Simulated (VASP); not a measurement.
A run of VASP 6.6.1 is set up as follows.

File INCAR:

```
  PREC = Accurate
  ENCUT = 520
  EDIFF = 1E-6
  ISMEAR = -1
  SIGMA = 0.03
  LREAL = False
  LASPH = True
  NELM = 80
  ALGO = Normal
  ISIF = 2
  LWAVE = False
  LCHARG = False
  GGA = PS
  NBANDS = 17
```

KPOINTS

```
regular mesh
0
Gamma
  10 10 10
```

File POSCAR:

```
TePb
1.0
    0.0000000000      3.1611243728      3.1611243728
    3.1611243728      0.0000000000      3.1611243728
    3.1611243728      3.1611243728      0.0000000000
Te Pb
1 1
Direct
    0.5000000000      0.5000000000      0.5000000000
    0.0000000000      0.0000000000      0.0000000000
```

Potentials or basis: VASP PAW PBE potentials, release 64 (Te, Pb_d).

Command:

```bash
$ cat potpaw_PBE.64/Te/POTCAR potpaw_PBE.64/Pb_d/POTCAR > POTCAR
$ mpirun -np 1 vasp_std > vasp.out
```

**Question.** What does it give for the pressure?

**Answer.** 2.9 GPa.

**Question.** Estimate the band gap on the k mesh.

**Answer.** 0.52 eV, direct.

Caveat: the PAW data sets were made with another functional, which shifts forces and pressure a little; spin-orbit coupling is left out, which moves the levels of the heavy elements. A k mesh can miss the band edges.
